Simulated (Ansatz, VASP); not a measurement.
## SbTeS: VASP beside Ansatz

```xyz
3
Lattice="3.8116 0.0000 0.0000 0.0000 3.8116 0.0000 0.0000 0.0000 6.1841" Properties=species:S:1:pos:R:3 pbc="T T T"
Sb    1.9058    1.9058    3.0921
Te    1.9058    1.9058    0.0000
S     0.0000    0.0000    0.0000
```

Change from the starting cell: species swapped into the MgNiH type (P4/mmm, No. 123).

Alike in both runs: functional PBE; k mesh 4 × 4 × 4; occupations gaussian, width 0.1 eV; no spin polarisation.

Ansatz relaxed the structure, and its values are those at the end. VASP's run is a single point on that final structure, the one shown.

|  | VASP | Ansatz |
| --- | --- | --- |
| version | VASP 6.6.1 | Ansatz 0.2.0 |
| potentials or method | VASP PAW PBE potentials, release 64 (Sb, Te, S), cutoff 520 eV | scalar-relativistic, plane waves, PAW |
| valence electrons in the cell | 17 | 37 |

VASP gave:

| Item | Value |
| --- | --- |
| gap on the k mesh at the Fermi level (eV) | none |
| pressure (GPa) | -0.2 |

Q: What did Ansatz give for the same quantities?

A: gap on the k mesh at the Fermi level (eV): none; pressure (GPa): -0.1.

A gap of «none» marks a metal or a gap that the smearing closes. VASP's potentials hold 17 valence electrons a cell and Ansatz's 37, so a difference there can come from the potentials and not from the codes.

The k mesh is coarse, so the values compare programs but aren't converged. Spin-orbit coupling is off throughout.
